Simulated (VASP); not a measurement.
Crystal: BN.

```
B N
1.0
     0.00733    3.45416    2.10203
     1.24672   -0.04104    2.17249
     1.24405    3.49687   -0.06468
B N
1 1
Direct
  0.00626 0.99219 0.99966
  0.68231 0.64819 0.33493
```

Base run:

| Item | Value |
| --- | --- |
| Program | VASP 6.6.1 |
| Functional | PBE |
| Potentials or basis | VASP PAW PBE potentials, release 64 (B, N) |
| Cutoff | 520 eV |
| k mesh | 10 × 10 × 10 |
| Occupations | gaussian, width 0.02 eV |
| Spin | no spin polarisation |

Its results: band gap on the k mesh 3.91 eV (least direct gap 4.75 eV); pressure 5.4 GPa; largest force 0.717 eV/Å.

Problem. The run is repeated on the same cell with these changes: k mesh from 10 × 10 × 10 to 6 × 6 × 6. What comes out?

Solution. Band gap on the k mesh 3.85 eV (least direct gap 4.59 eV); pressure 5.4 GPa; largest force 0.717 eV/Å.

Caveats: some runs use coarse meshes; the cell stands under pressure (at least some runs).

A k mesh can miss the band edges.
